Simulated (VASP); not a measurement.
# Pd (Pm-3m) in VASP: a series of runs, part 2 of 2

VASP 6.6.1. The steps go on from the part before.

### Step 4. Single point, LDA, collinear spin (15.69 Å³/atom)

This run uses another cell than the first one, of 15.69 Å³/atom.

Contents of INCAR:

```
PREC = Accurate
ENCUT = 520
EDIFF = 1E-7
ISMEAR = -1
SIGMA = 0.05
LREAL = F
LASPH = T
NELM = 150
ALGO = Normal
ISIF = 2
LWAVE = F
LCHARG = F
ISPIN = 2
MAGMOM = 0.5 -0.5
LORBIT = 11
LMAXMIX = 4
GGA = CA
NBANDS = 21
```

Contents of KPOINTS:

```
Automatic mesh
0
Gamma
  18 18 18
```

Contents of POSCAR:

```
Pd
1.0
    0.0000000000      2.5032500760      2.5032500760
    2.5032500760      0.0000000000      2.5032500760
    2.5032500760      2.5032500760      0.0000000000
Pd
2
Direct
    0.0000000000      0.0000000000      0.0000000000
    0.5000000000      0.5000000000      0.5000000000
```

Potentials or basis: VASP PAW LDA potentials, release 64 (Pd).

Run with:

```sh
$ cat potpaw_LDA.64/Pd/POTCAR > POTCAR
$ mpirun -np 1 vasp_std > vasp.out
```

OUTCAR:

```text
PREC = Accurate
   ENCUT = 520
   EDIFF = 1E-7
   ISMEAR = -1
   LREAL = F
   LASPH = T
   NELM = 150
   ISIF = 2
   ISPIN = 2
   LORBIT = 11
   GGA = CA

 ion  position               nearest neighbor table
   1  0.000  0.000  0.000-   2 2.50   2 2.50   2 2.50   2 2.50   2 2.50   2 2.50
   2  0.500  0.500  0.500-   1 2.50   1 2.50   1 2.50   1 2.50   1 2.50   1 2.50

  LATTYP: Found a face centered cubic cell.
 ALAT       =     5.0065001520

  Lattice vectors:

[... 1395 lines left out ...]
  in kB       78.2478827     78.2478827     78.2478827     -0.0000000     -0.0000000      0.0000000
  external PRESSURE =      78.2478827 kB  Pullay stress =       0.0000000 kB

 VOLUME and BASIS-vectors are now :
 -----------------------------------------------------------------------------
  energy-cutoff  :      520.00
  volume of cell :       31.37
      direct lattice vectors                 reciprocal lattice vectors
     0.000000000  2.503250076  2.503250076    -0.199740331  0.199740331  0.199740331
     2.503250076  0.000000000  2.503250076     0.199740331 -0.199740331  0.199740331
     2.503250076  2.503250076  0.000000000     0.199740331  0.199740331 -0.199740331

 POSITION                                       TOTAL-FORCE (eV/Angst)
 -----------------------------------------------------------------------------------
      0.00000      0.00000      0.00000        -0.000000      0.000000      0.000000
      2.50325      2.50325      2.50325         0.000000     -0.000000     -0.000000
 -----------------------------------------------------------------------------------
    total drift:                                0.000000      0.000000      0.000000

  FREE ENERGIE OF THE ION-ELECTRON SYSTEM (eV)
  ---------------------------------------------------
  free  energy   TOTEN  =       -11.7504043863 eV

  energy  without entropy=      -11.7262146776  energy(sigma->0) =      -11.73830953

 total charge

# of ion       s       p       d       tot
------------------------------------------
    1        0.556   0.447   8.574   9.577
    2        0.556   0.447   8.574   9.577
--------------------------------------------------
tot          1.112   0.893  17.148  19.153

 magnetization (x)

# of ion       s       p       d       tot
------------------------------------------
    1        0.000  -0.000  -0.000  -0.000
    2       -0.000   0.000   0.000   0.000
--------------------------------------------------
tot          0.000   0.000   0.000   0.000
```

OSZICAR:

```text
N       E                     dE             d eps       ncg     rms          rms(c)
DAV:   1     0.116271600601E+03    0.11627E+03   -0.96136E+03 16388   0.910E+02
DAV:   2    -0.936463029150E+01   -0.12564E+03   -0.11691E+03 18540   0.227E+02
DAV:   3    -0.121640527955E+02   -0.27994E+01   -0.27767E+01 19379   0.362E+01
DAV:   4    -0.121870238044E+02   -0.22971E-01   -0.22966E-01 19895   0.330E+00
DAV:   5    -0.121874359249E+02   -0.41212E-03   -0.41212E-03 20638   0.448E-01    0.117E+01
DAV:   6    -0.117916603976E+02    0.39578E+00   -0.76614E-01 19565   0.822E+00    0.591E+00
DAV:   7    -0.117615336679E+02    0.30127E-01   -0.11263E-02 22374   0.875E-01    0.306E+00
DAV:   8    -0.117524178598E+02    0.91158E-02   -0.18294E-03 19927   0.328E-01    0.791E-01
DAV:   9    -0.117504066769E+02    0.20112E-02   -0.22946E-04 19449   0.172E-01    0.514E-02
DAV:  10    -0.117504122781E+02   -0.56012E-05   -0.21334E-05 22393   0.485E-02    0.313E-02
DAV:  11    -0.117504116299E+02    0.64816E-06   -0.41056E-06 19496   0.255E-02    0.233E-02
DAV:  12    -0.117504044109E+02    0.72190E-05   -0.69376E-07 19774   0.103E-02    0.173E-03
DAV:  13    -0.117504043863E+02    0.24607E-07   -0.59436E-08 11825   0.187E-03
   1 F= -.11750404E+02 E0= -.11738310E+02  d E =-.241897E-01  mag=     0.0000
```

stdout:

```text
POSCAR found type information on POSCAR Pd
 POSCAR found :  1 types and       2 ions
 scaLAPACK will be used
 LDA part: xc-table for (Slater(with rela. corr.)+CA(PZ))
 , standard interpolation
 POSCAR, INCAR and KPOINTS ok, starting setup
 FFT: planning ... GRIDC
 FFT: planning ... GRID_SOFT
 FFT: planning ... GRID
 WAVECAR not read
 entering main loop
```

Run time: 3.4 min. Hardware: 1 thread of Oxide Virtual Turin-like, shared host; peak memory 0.24 GiB.

What came out:

```
Free energy                                           : -11.7504 eV
Pressure                                              : 7.8 GPa
Band gap on the k mesh                                : zero (filled and empty bands overlap)
Net moment                                            : 0.00 μB per cell
Valence electrons inside the program's atomic spheres : Pd 9.58
```

Levels at points of the mesh, in eV from the Fermi level:
Spin up:
| k point | band 7 | band 8 | band 9 | band 10 | band 11 | band 12 | band 13 | band 14 |
| --- | --- | --- | --- | --- | --- | --- | --- | --- |
| (0.00, 0.00, 0.00) | 0.07 | 0.07 | 0.07 | 1.54 | 1.54 | 10.91 | 11.96 | 11.96 |
| (0.50, 0.00, 0.00) | -1.97 | -1.97 | -1.97 | -1.97 | 0.58 | 0.58 | 14.15 | 14.15 |
| (0.50, 0.50, 0.00) | -1.49 | -1.49 | -0.03 | 0.25 | 1.42 | 5.54 | 5.63 | 5.63 |
Spin down:
| k point | band 7 | band 8 | band 9 | band 10 | band 11 | band 12 | band 13 | band 14 |
| --- | --- | --- | --- | --- | --- | --- | --- | --- |
| (0.00, 0.00, 0.00) | 0.07 | 0.07 | 0.07 | 1.54 | 1.54 | 10.91 | 11.96 | 11.96 |
| (0.50, 0.00, 0.00) | -1.97 | -1.97 | -1.97 | -1.97 | 0.58 | 0.58 | 14.15 | 14.15 |
| (0.50, 0.50, 0.00) | -1.49 | -1.49 | -0.03 | 0.25 | 1.42 | 5.54 | 5.63 | 5.63 |

Caveat: the cell stands under pressure.

### Step 5. Single point, LDA, collinear spin

This run uses another cell than the first one, of 16.34 Å³/atom.

Contents of INCAR:

```
SYSTEM = Pd
PREC = Accurate
ENCUT = 520
EDIFF = 1E-6
ISMEAR = -1
SIGMA = 0.05
LREAL = .FALSE.
LASPH = .TRUE.
NELM = 150
ALGO = Normal
ISIF = 2
LWAVE = .FALSE.
LCHARG = .FALSE.
ISPIN = 2
MAGMOM = 0.5 -0.5
LORBIT = 11
LMAXMIX = 4
NBANDS = 21
```

Contents of KPOINTS:

```
Automatic mesh
0
G
  18 18 18
  0 0 0
```

Contents of POSCAR:

```
Pd
1.0
    0.0000000000      2.5375454346      2.5375454346
    2.5375454346      0.0000000000      2.5375454346
    2.5375454346      2.5375454346      0.0000000000
Pd
2
Direct
    0.0000000000      0.0000000000      0.0000000000
    0.5000000000      0.5000000000      0.5000000000
```

Run with:

```sh
$ cat potpaw_LDA.64/Pd/POTCAR > POTCAR
$ mpirun -np 1 vasp_std > vasp.out
```

Run time: 2.7 min. Hardware: 1 thread of Oxide Virtual Turin-like, shared host; peak memory 0.25 GiB.

The run converged. Its results:

```
Free energy                                           : -11.7829 eV
Pressure                                              : 0.3 GPa
Band gap on the k mesh                                : zero (filled and empty bands overlap)
Net moment                                            : 0.00 μB per cell
Valence electrons inside the program's atomic spheres : Pd 9.49
```

Levels at points of the mesh, in eV from the Fermi level:
Spin up:
| k point | band 6 | band 7 | band 8 | band 9 | band 10 | band 11 | band 12 | band 13 | band 14 | band 15 |
| --- | --- | --- | --- | --- | --- | --- | --- | --- | --- | --- |
| (0.00, 0.00, 0.00) | -4.40 | 0.05 | 0.05 | 0.05 | 1.43 | 1.43 | 10.98 | 11.62 | 11.62 | 11.62 |
| (0.50, 0.00, 0.00) | -2.85 | -1.84 | -1.84 | -1.84 | -1.84 | 0.57 | 0.57 | 13.76 | 13.76 | 13.76 |
| (0.50, 0.50, 0.00) | -1.74 | -1.40 | -1.40 | 0.10 | 0.22 | 1.32 | 5.27 | 5.56 | 5.56 | 12.46 |
Spin down:
```
           k point  band 8  band 9  band 10  band 11  band 12  band 13
(0.00, 0.00, 0.00)    0.05    0.05     1.43     1.43    10.98    11.62
(0.50, 0.00, 0.00)   -1.84   -1.84    -1.84     0.57     0.57    13.76
(0.50, 0.50, 0.00)   -1.40    0.10     0.22     1.32     5.27     5.56
```

### Step 6. Overview

| cell | gap on the mesh (eV) | pressure (GPa) | moment (μB) |
| --- | --- | --- | --- |
| a = 3.636 Å, angles 60.0°, 2 atoms | none | -5.6 | 0.00 |
| a = 3.682 Å, angles 60.0°, 2 atoms | none | -10.2 | 0.00 |
| a = 3.540 Å, angles 60.0°, 2 atoms | none | 7.8 | 0.00 |
| a = 3.589 Å, angles 60.0°, 2 atoms | none | 0.3 | 0.00 |

Alike in all rows: task single point; level LDA; potentials or basis VASP PAW LDA potentials, release 64 (Pd); spin collinear; k mesh 18 × 18 × 18; cutoff (eV) 520; smearing fermi-dirac 0.05 eV.

Caveats: the cell stands under tension (at least some runs); the cell stands under pressure (at least some runs).

Total energies depend on the potentials used, so only differences within one code and one set of settings carry meaning.
